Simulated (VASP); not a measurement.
# Tl (P6_3/mmc) in VASP: further runs, part 2 of 2

VASP 6.6.1.

### Step 3. Single point, r2SCAN

File POSCAR:

```
Tl
1.0
    3.4560000000      0.0000000000      0.0000000000
   -1.7280000000      2.9929837955      0.0000000000
    0.0000000000      0.0000000000      5.5250000000
Tl
2
Direct
    0.3333333333      0.6666666667      0.2500000000
    0.6666666667      0.3333333333      0.7500000000
```

File INCAR.step1:

```
ALGO = Normal
EDIFF = 1E-4
ENCUT = 520
GGA = PE
ISMEAR = 0
LASPH = T
LCHARG = F
LREAL = F
LWAVE = T
NBANDS = 20
NELM = 60
PREC = Accurate
SIGMA = 0.05
```

File INCAR.step2:

```
ALGO = Normal
EDIFF = 1E-7
ENCUT = 520
ISIF = 2
ISMEAR = 0
ISTART = 1
LASPH = T
LCHARG = T
LELF = T
LMIXTAU = T
LREAL = F
LVHAR = T
LWAVE = F
METAGGA = R2SCAN
NBANDS = 20
NELM = 60
PREC = Accurate
SIGMA = 0.05
```

File KPOINTS:

```
k-points
0
Gamma
  12 12 6
```

Potentials or basis: VASP PAW PBE potentials, release 64 (Tl_d).

Launch:

```console
$ cat potpaw_PBE.64/Tl_d/POTCAR > POTCAR
$ cp INCAR.step1 INCAR
$ mpirun -np 1 vasp_std > vasp.out
$ cp INCAR.step2 INCAR
$ mpirun -np 1 vasp_std > vasp.out
```

OUTCAR:

```text
EDIFF = 1E-7
   ENCUT = 520
   ISIF = 2
   ISMEAR = 0
   ISTART = 1
   LASPH = T
   LREAL = F
   METAGGA = R2SCAN
   NELM = 60
   PREC = Accurate

 ion  position               nearest neighbor table
   1  0.333  0.667  0.250-   2 3.41   2 3.41   2 3.41   2 3.41   2 3.41   2 3.41
   2  0.667  0.333  0.750-   1 3.41   1 3.41   1 3.41   1 3.41   1 3.41   1 3.41

  LATTYP: Found a hexagonal cell.
 ALAT       =     3.4560000000
 C/A-ratio  =     1.5986689815

  Lattice vectors:

 A1 = (   3.4560000000,   0.0000000000,   0.0000000000)
 A2 = (  -1.7280000000,   2.9929837955,   0.0000000000)
 A3 = (   0.0000000000,   0.0000000000,   5.5250000000)

Analysis of symmetry for initial positions (statically):
=====================================================================
 Subroutine PRICEL returns:
 Original cell was already a primitive cell.

 Routine SETGRP: Setting up the symmetry group for a
 hexagonal supercell.

 Subroutine GETGRP returns: Found 24 space group operations
 (whereof 12 operations were pure point group operations)
 out of a pool of 24 trial point group operations.

The static configuration has the point symmetry D_3d.
 The point group associated with its full space group is D_6h.

Analysis of symmetry for dynamics (positions and initial velocities):
=====================================================================
 Subroutine PRICEL returns:
 Original cell was already a primitive cell.

 Routine SETGRP: Setting up the symmetry group for a
 hexagonal supercell.

 Subroutine GETGRP returns: Found 24 space group operations
 (whereof 12 operations were pure point group operations)
 out of a pool of 24 trial point group operations.

The dynamic configuration has the point symmetry D_3d.
 The point group associated with its full space group is D_6h.

 Subroutine INISYM returns: Found 24 space group operations
 (whereof 12 operations are pure point group operations),
 and found     1 'primitive' translations

----------------------------------------------------------------------------------------

                                     Primitive cell

  volume of cell :      57.1492

  direct lattice vectors                    reciprocal lattice vectors
     3.456000000  0.000000000  0.000000000     0.289351852  0.167057370  0.000000000
    -1.728000000  2.992983795  0.000000000     0.000000000  0.334114739  0.000000000
     0.000000000  0.000000000  5.525000000     0.000000000  0.000000000  0.180995475

  length of vectors
     3.456000000  3.456000000  5.525000000     0.334114739  0.334114739  0.180995475

  position of ions in fractional coordinates (direct lattice)
     0.333333333  0.666666667  0.250000000
     0.666666667  0.333333333  0.750000000

  ion indices of the primitive-cell ions
   primitive index   ion index
                 1           1
                 2           2

----------------------------------------------------------------------------------------

 KPOINTS: k-points

Automatic generation of k-mesh.
 Grid dimensions read from file:
 generate k-points for:   12   12    6

 Generating k-lattice:

  Cartesian coordinates                     Fractional coordinates (reciprocal lattice)
     0.024112654  0.013921447  0.000000000     0.083333333 -0.000000000  0.000000000
     0.000000000  0.027842895  0.000000000     0.000000000  0.083333333  0.000000000
     0.000000000  0.000000000  0.030165913     0.000000000  0.000000000  0.166666667

  Length of vectors
     0.027842895  0.027842895  0.030165913

  Shift w.r.t. Gamma in fractional coordinates (k-lattice)
     0.000000000  0.000000000  0.000000000

 Subroutine IBZKPT returns following result:
 ===========================================

 Found     76 irreducible k-points:

 Following reciprocal coordinates:
            Coordinates               Weight
  0.000000  0.000000  0.000000      1.000000
  0.083333  0.000000  0.000000      6.000000
  0.166667  0.000000  0.000000      6.000000
  0.250000  0.000000  0.000000      6.000000
  0.333333  0.000000  0.000000      6.000000
  0.416667  0.000000  0.000000      6.000000
[... 16 lines left out ...]
  0.250000  0.000000  0.166667     12.000000
  0.333333  0.000000  0.166667     12.000000
 [... further k-points ...]
   k-points           NKPTS =     76   k-points in BZ     NKDIM =     76   number of bands    NBANDS=     20
   number of dos      NEDOS =    301   number of ions     NIONS =      2
   total plane-waves  NPLWV =  32928
   dimension x,y,z NGX =    28 NGY =   28 NGZ =   42
   dimension x,y,z NGXF=    56 NGYF=   56 NGZF=   84
   ions per type =               2
   NGX,Y,Z   is equivalent  to a cutoff of  13.47, 13.47, 12.64 a.u.
   NGXF,Y,Z  is equivalent  to a cutoff of  26.94, 26.94, 25.28 a.u.
 SYSTEM =  unknown system
   PREC   = accura    normal or accurate (medium, high low for compatibility)
   ISTART =      1    job   : 0-new  1-cont  2-samecut
   ICHARG =      0    charge: 1-file 2-atom 10-const
   ISPIN  =      1    spin polarized calculation?
   LNONCOLLINEAR =      F non collinear calculations
   LSORBIT =      F    spin-orbit coupling
   LASPH  =      T    aspherical Exc in radial PAW
   ENCUT  =  520.0 eV  38.22 Ry    6.18 a.u.   6.43  6.43 10.27*2*pi/ulx,y,z
   NELM   =     60;   NELMIN=  2; NELMDL=  0     # of ELM steps
   EDIFF  = 0.1E-06   stopping-criterion for ELM
   LREAL  =      F    real-space projection
   EDIFFG = 0.1E-05   stopping-criterion for IOM
   NSW    =      0    number of steps for IOM
   IBRION =     -1    ionic relax: 0-MD 1-quasi-New 2-CG
   NFREE  =      0    steps in history (QN), initial steepest desc. (CG)
   ISIF   =      2    stress and relaxation
   ISYM   =      2    0-nonsym 1-usesym 2-fastsym
   POTIM  = 0.5000    time-step for ionic-motion
   TEBEG  =    0.0;   TEEND  =   0.0 temperature during run
   PSTRESS=    0.0 pullay stress
   NELECT =      26.0000    total number of electrons
   NUPDOWN=      -1.0000    fix difference up-down
   EMIN   =  10.00;   EMAX   =-10.00  energy-range for DOS
   EFERMI =   0.00;   METHOD = LEGACY
   ISMEAR =     0;   SIGMA  =   0.05  broadening in eV -4-tet -1-fermi 0-gaus
   EFERMI_NEDOS =   21; number of points for ismear=-14 and -15
   IALGO  =     38    algorithm
   IMIX   =      4    mixing-type and parameters
     AMIX     =   0.40;   BMIX     =  1.00
     AMIX_MAG =   1.60;   BMIX_MAG =  1.00
  volume/ion in A,a.u.               =      28.57       192.83
  Fermi-wavevector in a.u.,A,eV,Ry     =   1.259107  2.379366 21.569987  1.585349
  Thomas-Fermi vector in A             =   2.392683
   LORBIT       =      0    0 simple, 1 ext, 2 COOP (PROOUT), +10 PAW based schemes
   METAGGA = R2SCAN    functional components
   LHFCALC =     F    Hartree Fock is set to
   AEXX    =    0.0000 exact exchange contribution
   IVDW    =     0    specifies the selected vdW correction
   LEPSILON=     F    determine dielectric tensor
   LRPA    =     F    only Hartree local field effects (RPA)
 non-spin polarized calculation
 Gauss-broadening in eV      SIGMA  =   0.05
  energy-cutoff  :      520.00
  volume of cell :       57.15
 maximum number of plane-waves:      1566
 NGX is ok and might be reduce to    28
   NGX = 13   NGY = 13   NGZ = 21

 number of electron      26.0000004 magnetization

 Free energy of the ion-electron system (eV)
  ---------------------------------------------------
  ext. energy  EPLUGINS =         0.00000000
  ---------------------------------------------------
  free energy    TOTEN  =      -106.34247698 eV

  energy without entropy =     -106.34202875  energy(sigma->0) =     -106.34225286

 E-fermi :   6.5679     XC(G=0): -10.8243

 val. band max:        6.5117269160   @ k =   0.2500   0.2500   0.0000
 cond. band min:       6.6020680834   @ k =   0.2500   0.1667   0.0000
 fundamental gap:      0.0903411674
 Fermi energy:         6.5678646142

 k-point     1 :       0.0000    0.0000    0.0000
  band No.  band energies     occupation
      1      -5.8236      2.00000
      2      -5.5934      2.00000
      3      -5.5796      2.00000
      4      -5.5796      2.00000
      5      -5.5246      2.00000
      6      -5.5246      2.00000
[... 12 lines left out ...]
     19      17.8587      0.00000
     20      17.9948      0.00000

 k-point     2 :       0.0833    0.0000    0.0000
  band No.  band energies     occupation
      1      -5.8002      2.00000
      2      -5.6270      2.00000
      3      -5.5490      2.00000
      4      -5.5400      2.00000
      5      -5.5248      2.00000
      6      -5.4960      2.00000
[... 498 lines left out ...]
 k-point    24 :       0.3333    0.0000    0.1667
  band No.  band energies     occupation
      1      -5.8740      2.00000
      2      -5.7531      2.00000
      3      -5.6484      2.00000
      4      -5.5629      2.00000
      5      -5.4576      2.00000
      6      -5.3832      2.00000
[... 12 lines left out ...]
     19      15.6980      0.00000
     20      16.9908      0.00000

 [... further k-points ...]
[... 5 lines left out ...]
  --------------------------------------------------------------------------------------
  -------------------------------------------------------------------------------------
  Total        0.8172432      0.8172432      0.5083028      0.0000000     -0.0000000      0.0000000
  in kB       22.9113945     22.9113945     14.2502572      0.0000000     -0.0000000      0.0000000
  external PRESSURE =      20.0243487 kB  Pullay stress =       0.0000000 kB

 VOLUME and BASIS-vectors are now :
 -----------------------------------------------------------------------------
  energy-cutoff  :      520.00
  volume of cell :       57.15
      direct lattice vectors                 reciprocal lattice vectors
     3.456000000  0.000000000  0.000000000     0.289351852  0.167057370  0.000000000
    -1.728000000  2.992983795  0.000000000     0.000000000  0.334114739  0.000000000
     0.000000000  0.000000000  5.525000000     0.000000000  0.000000000  0.180995475

 POSITION                                       TOTAL-FORCE (eV/Angst)
 -----------------------------------------------------------------------------------
     -0.00000      1.99532      1.38125         0.000000      0.000000      0.000000
      1.72800      0.99766      4.14375        -0.000000      0.000000      0.000000
 -----------------------------------------------------------------------------------
    total drift:                               -0.000000      0.000000     -0.000000

  FREE ENERGIE OF THE ION-ELECTRON SYSTEM (eV)
  ---------------------------------------------------
  free  energy   TOTEN  =      -106.3424769809 eV

  energy  without entropy=     -106.3420287453  energy(sigma->0) =     -106.34225286
```

OUTCAR.step1:

```text
EDIFF = 1E-4
   ENCUT = 520
   GGA = PE
   ISMEAR = 0
   LASPH = T
[... 776 lines left out ...]
 -----------------------------------------------------------------------------------
     -0.00000      1.99532      1.38125         0.000000     -0.000000      0.000000
      1.72800      0.99766      4.14375        -0.000000      0.000000      0.000000
 -----------------------------------------------------------------------------------
    total drift:                               -0.000000      0.000000     -0.000000

  FREE ENERGIE OF THE ION-ELECTRON SYSTEM (eV)
  ---------------------------------------------------
  free  energy   TOTEN  =        -4.4064251407 eV

  energy  without entropy=       -4.4058544873  energy(sigma->0) =       -4.40613981
```

OSZICAR.step1:

```text
N       E                     dE             d eps       ncg     rms          rms(c)
DAV:   1     0.132539335736E+03    0.13254E+03   -0.14290E+04  3048   0.123E+03
DAV:   2    -0.188605226188E+01   -0.13443E+03   -0.13183E+03  3308   0.279E+02
DAV:   3    -0.444360389347E+01   -0.25576E+01   -0.25416E+01  3500   0.337E+01
DAV:   4    -0.445969237278E+01   -0.16088E-01   -0.16087E-01  3240   0.285E+00
DAV:   5    -0.445991421783E+01   -0.22185E-03   -0.22184E-03  3424   0.334E-01    0.309E+00
DAV:   6    -0.441497031783E+01    0.44944E-01   -0.75435E-02  3260   0.214E+00    0.216E+00
DAV:   7    -0.440708219566E+01    0.78881E-02   -0.34781E-02  3264   0.145E+00    0.701E-01
DAV:   8    -0.440641902087E+01    0.66317E-03   -0.31523E-03  3212   0.417E-01    0.379E-02
DAV:   9    -0.440642514070E+01   -0.61198E-05   -0.20086E-05  1768   0.390E-02
   1 F= -.44064251E+01 E0= -.44061398E+01  d E =-.570653E-03
```

It took 9.9 min on 1 thread of AMD EPYC 7R43 (Zen 3), shared host; peak memory 0.19 GiB.

What came out:

```yaml
Free_energy: -106.3425 eV
Pressure: 2.0 GPa
Band_gap_on_the_k_mesh: zero (band 13 reaches 10.21 eV, above the bottom of band 14 at 4.24 eV)
```

Stress tensor (GPa, compression positive):
```
2.29 0.00 0.00
0.00 2.29 0.00
0.00 0.00 1.43
```

Caveat: the PAW data sets were made with another functional, which shifts forces and pressure a little; spin-orbit coupling is left out, which moves the levels of the heavy elements.
